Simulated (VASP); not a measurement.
# Rh (P6_3/mmc) in VASP: a series of runs, part 3 of 3

VASP 6.6.1. The steps go on from the part before.

## Step 6: Single point, PBE

This run uses another cell than the first one, of 13.82 Å³/atom, 1.009 times its volume.

INCAR reads:

```
PREC = Accurate
ENCUT = 520
EDIFF = 1E-7
ISMEAR = 0
SIGMA = 0.15
LREAL = False
LASPH = True
NELM = 100
ALGO = Fast
ISIF = 2
LWAVE = False
LCHARG = False
GGA = PE
NBANDS = 22
```

KPOINTS reads:

```
Automatic mesh
0
Gamma
  18 18 10
```

POSCAR reads:

```
Rh
1.0
    2.6976000000      0.0000000000      0.0000000000
   -1.3488000000      2.3361901292      0.0000000000
    0.0000000000      0.0000000000      4.3851186776
Rh
2
Direct
    0.6666666667      0.3333333333      0.7500000000
    0.3333333333      0.6666666667      0.2500000000
```

Potentials or basis: VASP PAW PBE potentials, release 64 (Rh_pv).

Launch:

```console
$ cat potpaw_PBE.64/Rh_pv/POTCAR > POTCAR
$ mpirun -np 1 vasp_std > vasp.out
```

OUTCAR:

```text
PREC = Accurate
   ENCUT = 520
   EDIFF = 1E-7
   ISMEAR = 0
   LREAL = False
   LASPH = True
   NELM = 100
   ISIF = 2
   GGA = PE

 ion  position               nearest neighbor table
   1  0.667  0.333  0.750-   2 2.69   2 2.69   2 2.69   2 2.69   2 2.69   2 2.69
   2  0.333  0.667  0.250-   1 2.69   1 2.69   1 2.69   1 2.69   1 2.69   1 2.69

  LATTYP: Found a hexagonal cell.
 ALAT       =     2.6976000000
 C/A-ratio  =     1.6255629736

  Lattice vectors:

 A1 = (   2.6976000000,   0.0000000000,   0.0000000000)
 A2 = (  -1.3488000000,   2.3361901292,   0.0000000000)
 A3 = (   0.0000000000,   0.0000000000,   4.3851186776)

Analysis of symmetry for initial positions (statically):
[... 35 lines left out ...]
                                     Primitive cell

  volume of cell :      27.6355

  direct lattice vectors                    reciprocal lattice vectors
     2.697600000  0.000000000  0.000000000     0.370699881  0.214023676  0.000000000
    -1.348800000  2.336190129  0.000000000     0.000000000  0.428047353  0.000000000
     0.000000000  0.000000000  4.385118678     0.000000000  0.000000000  0.228043999

  length of vectors
     2.697600000  2.697600000  4.385118678     0.428047353  0.428047353  0.228043999

  position of ions in fractional coordinates (direct lattice)
     0.666666667  0.333333333  0.750000000
     0.333333333  0.666666667  0.250000000

  ion indices of the primitive-cell ions
   primitive index   ion index
                 1           1
                 2           2

----------------------------------------------------------------------------------------

 KPOINTS: Automatic mesh

Automatic generation of k-mesh.
 Grid dimensions read from file:
 generate k-points for:   18   18   10

 Generating k-lattice:

  Cartesian coordinates                     Fractional coordinates (reciprocal lattice)
     0.020594438  0.011890204  0.000000000     0.055555556  0.000000000  0.000000000
     0.000000000  0.023780408  0.000000000     0.000000000  0.055555556  0.000000000
     0.000000000  0.000000000  0.022804400     0.000000000  0.000000000  0.100000000

  Length of vectors
     0.023780408  0.023780408  0.022804400

  Shift w.r.t. Gamma in fractional coordinates (k-lattice)
     0.000000000  0.000000000  0.000000000

 Subroutine IBZKPT returns following result:
 ===========================================

 Found    222 irreducible k-points:

 Following reciprocal coordinates:
            Coordinates               Weight
  0.000000  0.000000  0.000000      1.000000
  0.055556  0.000000  0.000000      6.000000
  0.111111  0.000000  0.000000      6.000000
  0.166667 -0.000000  0.000000      6.000000
  0.222222 -0.000000  0.000000      6.000000
  0.277778  0.000000  0.000000      6.000000
[... 16 lines left out ...]
  0.333333  0.111111  0.000000     12.000000
  0.388889  0.111111  0.000000     12.000000
 [... further k-points ...]
   k-points           NKPTS =    222   k-points in BZ     NKDIM =    222   number of bands    NBANDS=     22
   number of dos      NEDOS =    301   number of ions     NIONS =      2
   total plane-waves  NPLWV =  14400
   dimension x,y,z NGX =    20 NGY =   20 NGZ =   36
   dimension x,y,z NGXF=    40 NGYF=   40 NGZF=   72
   ions per type =               2
   NGX,Y,Z   is equivalent  to a cutoff of  12.33, 12.33, 13.65 a.u.
   NGXF,Y,Z  is equivalent  to a cutoff of  24.65, 24.65, 27.30 a.u.
 SYSTEM =  unknown system
   PREC   = accura    normal or accurate (medium, high low for compatibility)
   ISTART =      0    job   : 0-new  1-cont  2-samecut
   ICHARG =      2    charge: 1-file 2-atom 10-const
   ISPIN  =      1    spin polarized calculation?
   LNONCOLLINEAR =      F non collinear calculations
   LSORBIT =      F    spin-orbit coupling
   LASPH  =      T    aspherical Exc in radial PAW
   ENCUT  =  520.0 eV  38.22 Ry    6.18 a.u.   5.02  5.02  8.15*2*pi/ulx,y,z
   NELM   =    100;   NELMIN=  2; NELMDL= -5     # of ELM steps
   EDIFF  = 0.1E-06   stopping-criterion for ELM
   LREAL  =      F    real-space projection
   EDIFFG = 0.1E-05   stopping-criterion for IOM
   NSW    =      0    number of steps for IOM
   IBRION =     -1    ionic relax: 0-MD 1-quasi-New 2-CG
   NFREE  =      0    steps in history (QN), initial steepest desc. (CG)
   ISIF   =      2    stress and relaxation
   ISYM   =      2    0-nonsym 1-usesym 2-fastsym
   POTIM  = 0.5000    time-step for ionic-motion
   TEBEG  =    0.0;   TEEND  =   0.0 temperature during run
   PSTRESS=    0.0 pullay stress
   NELECT =      30.0000    total number of electrons
   NUPDOWN=      -1.0000    fix difference up-down
   EMIN   =  10.00;   EMAX   =-10.00  energy-range for DOS
   EFERMI =   0.00;   METHOD = LEGACY
   ISMEAR =     0;   SIGMA  =   0.15  broadening in eV -4-tet -1-fermi 0-gaus
   EFERMI_NEDOS =   21; number of points for ismear=-14 and -15
   IALGO  =     68    algorithm
   IMIX   =      4    mixing-type and parameters
     AMIX     =   0.40;   BMIX     =  1.00
     AMIX_MAG =   1.60;   BMIX_MAG =  1.00
  volume/ion in A,a.u.               =      13.82        93.25
  Fermi-wavevector in a.u.,A,eV,Ry     =   1.682517  3.179497 38.516252  2.830865
  Thomas-Fermi vector in A             =   2.765882
   LORBIT       =      0    0 simple, 1 ext, 2 COOP (PROOUT), +10 PAW based schemes
   GGA     = PE    functional components
   LHFCALC =     F    Hartree Fock is set to
   AEXX    =    0.0000 exact exchange contribution
   IVDW    =     0    specifies the selected vdW correction
   LEPSILON=     F    determine dielectric tensor
   LRPA    =     F    only Hartree local field effects (RPA)
 non-spin polarized calculation
 RMM-DIIS sequential band-by-band and
 Gauss-broadening in eV      SIGMA  =   0.15
  energy-cutoff  :      520.00
  volume of cell :       27.64
 maximum number of plane-waves:       766
 NGX is ok and might be reduce to    20
   NGX =  9   NGY =  9   NGZ = 17

 number of electron      30.0000003 magnetization

 Free energy of the ion-electron system (eV)
  ---------------------------------------------------
  ext. energy  EPLUGINS =         0.00000000
  ---------------------------------------------------
  free energy    TOTEN  =       -14.44998285 eV

  energy without entropy =      -14.41313879  energy(sigma->0) =      -14.43156082

 E-fermi :  11.9030     XC(G=0): -13.9981

 val. band max:       11.9024603330   @ k =   0.4444  -0.0000   0.2000
 cond. band min:      11.9060067482   @ k =   0.2222   0.1111   0.5000
 fundamental gap:      0.0035464152
 Fermi energy:        11.9030167121

 k-point     1 :       0.0000    0.0000    0.0000
  band No.  band energies     occupation
      1     -35.2786      2.00000
      2     -34.6371      2.00000
      3     -34.6371      2.00000
      4     -34.5509      2.00000
      5     -34.5347      2.00000
      6     -34.5347      2.00000
[... 14 lines left out ...]
     21      29.9555      0.00000
     22      30.6395      0.00000

 k-point     2 :       0.0556    0.0000    0.0000
  band No.  band energies     occupation
      1     -35.2715      2.00000
      2     -34.6535      2.00000
      3     -34.6424      2.00000
      4     -34.5537      2.00000
      5     -34.5518      2.00000
      6     -34.5374      2.00000
[... 14 lines left out ...]
     21      30.0842      0.00000
     22      30.7430      0.00000

 k-point     3 :       0.1111    0.0000    0.0000
  band No.  band energies     occupation
      1     -35.2508      2.00000
      2     -34.7007      2.00000
      3     -34.6575      2.00000
      4     -34.6004      2.00000
      5     -34.5622      2.00000
      6     -34.5451      2.00000
[... 14 lines left out ...]
     21      30.4253      0.00000
     22      30.7864      0.00000
[... 476 lines left out ...]
 k-point    23 :       0.3333    0.1111    0.0000
  band No.  band energies     occupation
      1     -35.1037      2.00000
      2     -35.0059      2.00000
      3     -35.0040      2.00000
      4     -34.8089      2.00000
      5     -34.6956      2.00000
      6     -34.6597      2.00000
[... 14 lines left out ...]
     21      24.4891      0.00000
     22      27.2235      0.00000

 k-point    24 :       0.3889    0.1111    0.0000
  band No.  band energies     occupation
      1     -35.1473      2.00000
      2     -35.0386      2.00000
      3     -34.9630      2.00000
      4     -34.8290      2.00000
      5     -34.7250      2.00000
      6     -34.6706      2.00000
[... 14 lines left out ...]
     21      23.8559      0.00000
     22      26.6309      0.00000

 [... further k-points ...]
[... 5 lines left out ...]
  --------------------------------------------------------------------------------------
  -------------------------------------------------------------------------------------
  Total        1.0942042      1.0942042      0.6782172     -0.0000000      0.0000000      0.0000000
  in kB       63.4368863     63.4368863     39.3198888     -0.0000000      0.0000000      0.0000000
  external PRESSURE =      55.3978871 kB  Pullay stress =       0.0000000 kB

 VOLUME and BASIS-vectors are now :
 -----------------------------------------------------------------------------
  energy-cutoff  :      520.00
  volume of cell :       27.64
      direct lattice vectors                 reciprocal lattice vectors
     2.697600000  0.000000000  0.000000000     0.370699881  0.214023676  0.000000000
    -1.348800000  2.336190129  0.000000000     0.000000000  0.428047353  0.000000000
     0.000000000  0.000000000  4.385118678     0.000000000  0.000000000  0.228043999

 POSITION                                       TOTAL-FORCE (eV/Angst)
 -----------------------------------------------------------------------------------
      1.34880      0.77873      3.28884         0.000000     -0.000000      0.000000
     -0.00000      1.55746      1.09628        -0.000000      0.000000      0.000000
 -----------------------------------------------------------------------------------
    total drift:                               -0.000000      0.000000     -0.000000

  FREE ENERGIE OF THE ION-ELECTRON SYSTEM (eV)
  ---------------------------------------------------
  free  energy   TOTEN  =       -14.4499828548 eV

  energy  without entropy=      -14.4131387943  energy(sigma->0) =      -14.43156082
```

OSZICAR:

```text
N       E                     dE             d eps       ncg     rms          rms(c)
DAV:   1     0.330062071202E+03    0.33006E+03   -0.19106E+04  9792   0.159E+03
DAV:   2    -0.811900834116E+01   -0.33818E+03   -0.32609E+03 10134   0.476E+02
DAV:   3    -0.153709615319E+02   -0.72520E+01   -0.72117E+01 11532   0.785E+01
DAV:   4    -0.154191988454E+02   -0.48237E-01   -0.48233E-01 10850   0.646E+00
DAV:   5    -0.154199619991E+02   -0.76315E-03   -0.76315E-03 11616   0.837E-01    0.144E+01
RMM:   6    -0.144856187452E+02    0.93434E+00   -0.20901E+00 10042   0.123E+01    0.519E+00
RMM:   7    -0.144559643696E+02    0.29654E-01   -0.10376E-01 10315   0.263E+00    0.221E+00
RMM:   8    -0.144508780783E+02    0.50863E-02   -0.19948E-02 10672   0.136E+00    0.428E-01
RMM:   9    -0.144499660381E+02    0.91204E-03   -0.22626E-03 11323   0.445E-01    0.243E-02
RMM:  10    -0.144499841813E+02   -0.18143E-04   -0.23696E-04 11475   0.159E-01    0.162E-02
RMM:  11    -0.144499835871E+02    0.59420E-06   -0.26124E-05 11706   0.550E-02    0.552E-03
RMM:  12    -0.144499826764E+02    0.91077E-06   -0.57130E-06 11954   0.254E-02    0.207E-03
RMM:  13    -0.144499828714E+02   -0.19502E-06   -0.17207E-06 12343   0.130E-02    0.102E-03
RMM:  14    -0.144499828548E+02    0.16558E-07   -0.31674E-07  8572   0.596E-03
   1 F= -.14449983E+02 E0= -.14431561E+02  d E =-.368441E-01
```

stdout:

```text
POSCAR found type information on POSCAR Rh
 POSCAR found :  1 types and       2 ions
 scaLAPACK will be used
 LDA part: xc-table for (Slater+PW92), standard interpolation
 POSCAR, INCAR and KPOINTS ok, starting setup
 FFT: planning ... GRIDC
 FFT: planning ... GRID_SOFT
 FFT: planning ... GRID
 WAVECAR not read
 entering main loop
```

Run time: 73 s. Hardware: 1 thread of Intel Xeon Platinum 8559C (Emerald Rapids), shared host; peak memory 0.22 GiB.

What came out:

```
Free energy            : -14.4500 eV
Pressure               : 5.5 GPa
Band gap on the k mesh : zero (band 15 reaches 12.53 eV, above the bottom of band 16 at 10.13 eV)
```

## Step 7: Overview

| cell | further INCAR settings | gap on the mesh (eV) | pressure (GPa) |
| --- | --- | --- | --- |
| a = 2.752, b = 2.752, c = 4.175 Å, angles 90.0, 90.0, 120.0°, 2 atoms | ALGO = Fast; EDIFF = 1e-07; NBANDS = 22 | none | 9.7 |
| a = 2.643, b = 2.643, c = 4.525 Å, angles 90.0, 90.0, 120.0°, 2 atoms | ALGO = Fast; EDIFF = 1e-07; NBANDS = 22 | none | 9.1 |
| a = 2.670, b = 2.670, c = 4.455 Å, angles 90.0, 90.0, 120.0°, 2 atoms | ALGO = Fast; EDIFF = 1e-06; NBANDS = 22 | none | 7.1 |
| a = 2.779, b = 2.779, c = 4.104 Å, angles 90.0, 90.0, 120.0°, 2 atoms | ALGO = Fast; EDIFF = 1e-06; NBANDS = 22 | none | 10.2 |
| a = 2.698, b = 2.698, c = 4.385 Å, angles 90.0, 90.0, 120.0°, 2 atoms | ALGO = Fast; EDIFF = 1e-07; NBANDS = 22 | none | 5.5 |

Alike in all rows: task single point; level PBE; potentials or basis VASP PAW PBE potentials, release 64 (Rh_pv); no spin polarisation; k mesh 18 × 18 × 10; cutoff (eV) 520; smearing gaussian 0.15 eV.

Total energies depend on the potentials used, so only differences within one code and one set of settings carry meaning.
